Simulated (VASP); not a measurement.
# KI (I4/mmm) in VASP: a series of runs

KI is run at these levels: LDA; tasks: single point.

All numbers are computed with VASP 6.6.1; they aren't measurements. Logs are shortened: lines on timing, memory, paths and dates and some standing lists are left out, and cuts for length are marked.

### 1 The cell of the first run

It takes space group I4/mmm (No. 139, tetragonal). Conventional cell: a = 4.695 Å, b = 4.695 Å, c = 6.822 Å, α = 90.00°, β = 90.00°, γ = 90.00°. K (site symmetry 4/mmm) has 6 I at 3.32 to 3.41 Å within 4.4 Å. Within 4.4 Å of I (site symmetry 4/mmm) lie 6 K at 3.32 to 3.41 Å.

### 2 Single point, LDA

The input, INCAR:

```
SYSTEM = KI
ALGO = Normal
EDIFF = 1E-6
ENCUT = 520
GGA = CA
ISIF = 2
ISMEAR = 0
LASPH = .True.
LCHARG = .False.
LREAL = .False.
LWAVE = .False.
NBANDS = 15
NELM = 100
PREC = Accurate
SIGMA = 0.05
```

The input, KPOINTS:

```
k-points
0
Gamma
  6 6 6
  0 0 0
```

The input, POSCAR:

```
KI
1.0
    0.0000000000      3.3198591262      3.4109309835
    3.3198591262      0.0000000000      3.4109309835
    3.3198591262      3.3198591262      0.0000000000
K I
1 1
Direct
    0.0000000000      0.0000000000      0.0000000000
    0.5000000000      0.5000000000      0.5000000000
```

Potentials or basis: VASP PAW LDA potentials, release 64 (K_sv, I).

Started as:

```console
> cat potpaw_LDA.64/K_sv/POTCAR potpaw_LDA.64/I/POTCAR > POTCAR
> mpirun -np 1 vasp_std > vasp.out
```

OUTCAR:

```text
SYSTEM = KI
   EDIFF = 1E-6
   ENCUT = 520
   GGA = CA
   ISIF = 2
   ISMEAR = 0
   LASPH = .True.
   LREAL = .False.
   NELM = 100
   PREC = Accurate

 ion  position               nearest neighbor table
   1  0.000  0.000  0.000-   2 3.32   2 3.32   2 3.32   2 3.32   2 3.41   2 3.41
   2  0.500  0.500  0.500-   1 3.32   1 3.32   1 3.32   1 3.32   1 3.41   1 3.41

  LATTYP: Found a body centered tetragonal cell.
 ALAT       =     4.6949898014
 C/A-ratio  =     1.4530089000

  Lattice vectors:

 A1 = (  -3.3198591262,   0.0000000000,   3.4109309835)
 A2 = (   3.3198591262,   0.0000000000,   3.4109309835)
 A3 = (   0.0000000000,   3.3198591262,  -3.4109309835)

Analysis of symmetry for initial positions (statically):
=====================================================================
 Subroutine PRICEL returns:
 Original cell was already a primitive cell.

 Routine SETGRP: Setting up the symmetry group for a
 body centered tetragonal supercell.

 Subroutine GETGRP returns: Found 16 space group operations
 (whereof 16 operations were pure point group operations)
 out of a pool of 16 trial point group operations.

The static configuration has the point symmetry D_4h.

Analysis of symmetry for dynamics (positions and initial velocities):
=====================================================================
 Subroutine PRICEL returns:
 Original cell was already a primitive cell.

 Routine SETGRP: Setting up the symmetry group for a
 body centered tetragonal supercell.

 Subroutine GETGRP returns: Found 16 space group operations
 (whereof 16 operations were pure point group operations)
 out of a pool of 16 trial point group operations.

The dynamic configuration has the point symmetry D_4h.

 Subroutine INISYM returns: Found 16 space group operations
 (whereof 16 operations are pure point group operations),
 and found     1 'primitive' translations

----------------------------------------------------------------------------------------

                                     Primitive cell

  volume of cell :      75.1869

  direct lattice vectors                    reciprocal lattice vectors
     0.000000000  3.319859126  3.410930984    -0.150608800  0.150608800  0.146587545
     3.319859126  0.000000000  3.410930984     0.150608800 -0.150608800  0.146587545
     3.319859126  3.319859126  0.000000000     0.150608800  0.150608800 -0.146587545

  length of vectors
     4.759822979  4.759822979  4.694989801     0.258561269  0.258561269  0.258561269

  position of ions in fractional coordinates (direct lattice)
     0.000000000  0.000000000  0.000000000
     0.500000000  0.500000000  0.500000000

  ion indices of the primitive-cell ions
   primitive index   ion index
                 1           1
                 2           2

----------------------------------------------------------------------------------------

 KPOINTS: k-points

Automatic generation of k-mesh.
 Grid dimensions read from file:
 generate k-points for:    6    6    6

 Generating k-lattice:

  Cartesian coordinates                     Fractional coordinates (reciprocal lattice)
    -0.025101467  0.025101467  0.024431258     0.166666667  0.000000000  0.000000000
     0.025101467 -0.025101467  0.024431258     0.000000000  0.166666667  0.000000000
     0.025101467  0.025101467 -0.024431258    -0.000000000 -0.000000000  0.166666667

  Length of vectors
     0.043093545  0.043093545  0.043093545

  Shift w.r.t. Gamma in fractional coordinates (k-lattice)
     0.000000000  0.000000000  0.000000000

 Subroutine IBZKPT returns following result:
 ===========================================

 Found     30 irreducible k-points:

 Following reciprocal coordinates:
            Coordinates               Weight
  0.000000  0.000000  0.000000      1.000000
  0.166667  0.000000  0.000000      8.000000
  0.333333 -0.000000  0.000000      8.000000
  0.500000  0.000000  0.000000      4.000000
  0.166667  0.166667  0.000000      2.000000
  0.333333  0.166667  0.000000      8.000000
[... 16 lines left out ...]
  0.333333  0.000000  0.333333      4.000000
  0.500000  0.000000  0.333333     16.000000
 [... further k-points ...]
   k-points           NKPTS =     30   k-points in BZ     NKDIM =     30   number of bands    NBANDS=     15
   number of dos      NEDOS =    301   number of ions     NIONS =      2
   total plane-waves  NPLWV =  46656
   dimension x,y,z NGX =    36 NGY =   36 NGZ =   36
   dimension x,y,z NGXF=    72 NGYF=   72 NGZF=   72
   ions per type =               1   1
   NGX,Y,Z   is equivalent  to a cutoff of  12.57, 12.57, 12.75 a.u.
   NGXF,Y,Z  is equivalent  to a cutoff of  25.15, 25.15, 25.49 a.u.
 SYSTEM =  KI
   PREC   = accura    normal or accurate (medium, high low for compatibility)
   ISTART =      0    job   : 0-new  1-cont  2-samecut
   ICHARG =      2    charge: 1-file 2-atom 10-const
   ISPIN  =      1    spin polarized calculation?
   LNONCOLLINEAR =      F non collinear calculations
   LSORBIT =      F    spin-orbit coupling
   LASPH  =      T    aspherical Exc in radial PAW
   ENCUT  =  520.0 eV  38.22 Ry    6.18 a.u.   8.85  8.85  8.73*2*pi/ulx,y,z
   NELM   =    100;   NELMIN=  2; NELMDL= -5     # of ELM steps
   EDIFF  = 0.1E-05   stopping-criterion for ELM
   LREAL  =      F    real-space projection
[... 7 lines left out ...]
   TEBEG  =    0.0;   TEEND  =   0.0 temperature during run
   PSTRESS=    0.0 pullay stress
   NELECT =      16.0000    total number of electrons
   NUPDOWN=      -1.0000    fix difference up-down
   EMIN   =  10.00;   EMAX   =-10.00  energy-range for DOS
   EFERMI =   0.00;   METHOD = LEGACY
   ISMEAR =     0;   SIGMA  =   0.05  broadening in eV -4-tet -1-fermi 0-gaus
   EFERMI_NEDOS =   21; number of points for ismear=-14 and -15
   IALGO  =     38    algorithm
   IMIX   =      4    mixing-type and parameters
     AMIX     =   0.40;   BMIX     =  1.00
     AMIX_MAG =   1.60;   BMIX_MAG =  1.00
  volume/ion in A,a.u.               =      37.59       253.69
  Fermi-wavevector in a.u.,A,eV,Ry     =   0.977389  1.846997 12.997497  0.955289
  Thomas-Fermi vector in A             =   2.108082
   LORBIT       =      0    0 simple, 1 ext, 2 COOP (PROOUT), +10 PAW based schemes
   GGA     = CA    functional components
   LHFCALC =     F    Hartree Fock is set to
   AEXX    =    0.0000 exact exchange contribution
   IVDW    =     0    specifies the selected vdW correction
   LEPSILON=     F    determine dielectric tensor
   LRPA    =     F    only Hartree local field effects (RPA)
 non-spin polarized calculation
 Gauss-broadening in eV      SIGMA  =   0.05
  energy-cutoff  :      520.00
  volume of cell :       75.19
 maximum number of plane-waves:      2044
   NGX = 17   NGY = 17   NGZ = 17

 number of electron      15.9999999 magnetization

 Free energy of the ion-electron system (eV)
  ---------------------------------------------------
  ext. energy  EPLUGINS =         0.00000000
  ---------------------------------------------------
  free energy    TOTEN  =        -6.14712288 eV

  energy without entropy =       -6.14712288  energy(sigma->0) =       -6.14712288

 E-fermi :   0.5362     XC(G=0):  -8.2584

 val. band max:        0.3236430637   @ k =   0.0000   0.0000   0.0000
 cond. band min:       4.3333436573   @ k =   0.0000   0.0000   0.0000
 fundamental gap:      4.0097005936
 Fermi energy:         0.5361853003

 k-point     1 :       0.0000    0.0000    0.0000
  band No.  band energies     occupation
      1     -27.6048      2.00000
      2     -11.3613      2.00000
      3     -11.3613      2.00000
      4     -11.3495      2.00000
      5     -10.5409      2.00000
      6       0.2955      2.00000
      7       0.3236      2.00000
      8       0.3236      2.00000
      9       4.3333      0.00000
     10       6.3577      0.00000
     11       6.5399      0.00000
     12       6.5399      0.00000
     13       7.2983      0.00000
     14       7.4179      0.00000
     15       9.9328      0.00000

 k-point     2 :       0.1667    0.0000    0.0000
  band No.  band energies     occupation
      1     -27.6034      2.00000
      2     -11.4990      2.00000
      3     -11.3613      2.00000
      4     -11.3543      2.00000
      5     -10.3476      2.00000
      6      -0.2763      2.00000
      7       0.1596      2.00000
      8       0.1793      2.00000
      9       5.0531      0.00000
     10       6.4568      0.00000
     11       6.7747      0.00000
     12       6.8756      0.00000
     13       7.7194      0.00000
     14       7.8466      0.00000
     15      10.9751      0.00000

 k-point     3 :       0.3333   -0.0000    0.0000
  band No.  band energies     occupation
      1     -27.6005      2.00000
      2     -11.6897      2.00000
      3     -11.3612      2.00000
      4     -11.3579      2.00000
      5     -10.0456      2.00000
      6      -1.1395      2.00000
      7      -0.0994      2.00000
      8      -0.0799      2.00000
      9       5.5925      0.00000
     10       7.5161      0.00000
     11       7.6254      0.00000
     12       7.7311      0.00000
     13       8.7759      0.00000
     14       8.8970      0.00000
     15      10.3903      0.00000
[... 343 lines left out ...]
 k-point    23 :       0.3333    0.0000    0.3333
  band No.  band energies     occupation
      1     -27.5989      2.00000
      2     -11.5434      2.00000
      3     -11.3954      2.00000
      4     -11.3773      2.00000
      5     -10.2119      2.00000
      6      -0.9713      2.00000
      7      -0.0941      2.00000
      8      -0.0851      2.00000
      9       4.9846      0.00000
     10       6.1784      0.00000
     11       8.0799      0.00000
     12       8.7142      0.00000
     13       9.1699      0.00000
     14       9.2685      0.00000
     15      10.9394      0.00000

 k-point    24 :       0.5000    0.0000    0.3333
  band No.  band energies     occupation
      1     -27.5975      2.00000
      2     -11.5320      2.00000
      3     -11.4162      2.00000
      4     -11.3851      2.00000
      5     -10.1908      2.00000
      6      -0.9634      2.00000
      7      -0.4018      2.00000
      8      -0.1896      2.00000
      9       5.1757      0.00000
     10       6.7332      0.00000
     11       8.2420      0.00000
     12       8.5582      0.00000
     13       9.4764      0.00000
     14       9.7065      0.00000
     15      10.5543      0.00000

 [... further k-points ...]
[... 5 lines left out ...]
  --------------------------------------------------------------------------------------
  -------------------------------------------------------------------------------------
  Total        0.6972953      0.6972953      0.1136551      0.0000000     -0.0000000      0.0000000
  in kB       14.8588463     14.8588463      2.4219066      0.0000000     -0.0000000      0.0000000
  external PRESSURE =      10.7131997 kB  Pullay stress =       0.0000000 kB

 VOLUME and BASIS-vectors are now :
 -----------------------------------------------------------------------------
  energy-cutoff  :      520.00
  volume of cell :       75.19
      direct lattice vectors                 reciprocal lattice vectors
     0.000000000  3.319859126  3.410930984    -0.150608800  0.150608800  0.146587545
     3.319859126  0.000000000  3.410930984     0.150608800 -0.150608800  0.146587545
     3.319859126  3.319859126  0.000000000     0.150608800  0.150608800 -0.146587545

 POSITION                                       TOTAL-FORCE (eV/Angst)
 -----------------------------------------------------------------------------------
      0.00000      0.00000      0.00000         0.000000     -0.000000      0.000000
      3.31986      3.31986      3.41093        -0.000000      0.000000     -0.000000
 -----------------------------------------------------------------------------------
    total drift:                                0.000000      0.000000      0.000000

  FREE ENERGIE OF THE ION-ELECTRON SYSTEM (eV)
  ---------------------------------------------------
  free  energy   TOTEN  =        -6.1471228777 eV

  energy  without entropy=       -6.1471228777  energy(sigma->0) =       -6.14712288
```

Wall time 44 s (1 thread of Intel Xeon 8259CL, shared host); peak memory 0.19 GiB.

What came out:

```
Free energy            : -6.1471 eV
Pressure               : 1.1 GPa
Band gap on the k mesh : 4.01 eV
```

Levels at points of the mesh, in eV from the valence-band top:
| k point | band 6 | band 7 | band 8 | band 9 | band 10 | band 11 |
| --- | --- | --- | --- | --- | --- | --- |
| (0.00, 0.00, 0.00) | -0.03 | 0.00 | 0.00 | 4.01 | 6.03 | 6.22 |
| (0.50, 0.00, 0.00) | -1.82 | -0.54 | -0.52 | 5.39 | 7.82 | 8.17 |
| (0.50, 0.50, 0.00) | -1.35 | -0.44 | -0.44 | 4.37 | 5.87 | 8.02 |
| (0.50, 0.00, 0.50) | -1.29 | -0.51 | -0.50 | 4.35 | 5.85 | 8.09 |

Caveat: spin-orbit coupling is left out, which moves the levels of the heavy elements.

### 3 Single point, LDA

This run uses another cell than the first one, of 38.64 Å³/atom.

The input, INCAR:

```
PREC = Accurate ; ENCUT = 520
EDIFF = 1E-6 ; ISMEAR = 0
SIGMA = 0.05 ; LREAL = False
LASPH = True ; NELM = 100
ALGO = Normal ; ISIF = 2
LWAVE = False ; LCHARG = False
NBANDS = 15
```

The input, KPOINTS:

```
regular mesh
0
Gamma
  6 6 6
```

The input, POSCAR:

```
KI
1.0
    0.0000000000      3.3655656014      3.4109309835
    3.3655656014      0.0000000000      3.4109309835
    3.3655656014      3.3655656014      0.0000000000
K I
1 1
Direct
    0.0000000000      0.0000000000      0.0000000000
    0.5000000000      0.5000000000      0.5000000000
```

Potentials or basis: VASP PAW LDA potentials, release 64 (K_sv, I).

Started as:

```console
> cat potpaw_LDA.64/K_sv/POTCAR potpaw_LDA.64/I/POTCAR > POTCAR
> mpirun -np 1 vasp_std > vasp.out
```

Wall time 39 s (1 thread of Intel Xeon 8259CL, shared host); peak memory 0.19 GiB.

The run converged. Its results:

| Property | Result |
| --- | --- |
| Free energy | -6.1614 eV |
| Pressure | 0.5 GPa |
| Band gap on the k mesh | 3.94 eV |

Stress tensor (GPa, compression positive):
```
0.68 0.00 0.00
0.00 0.68 0.00
0.00 0.00 0.13
```

Levels at points of the mesh, in eV from the valence-band top:
```tsv
k point	band 6	band 7	band 8	band 9	band 10	band 11
(0.00, 0.00, 0.00)	-0.01	0.00	0.00	3.94	6.13	6.22
(0.50, 0.00, 0.00)	-1.73	-0.49	-0.49	5.38	7.77	8.18
(0.50, 0.50, 0.00)	-1.28	-0.44	-0.44	4.43	5.79	8.03
(0.50, 0.00, 0.50)	-1.25	-0.48	-0.47	4.42	5.79	8.07
```

Caveat: spin-orbit coupling is left out, which moves the levels of the heavy elements. A k mesh can miss the band edges.

[end of part 1 of 2]
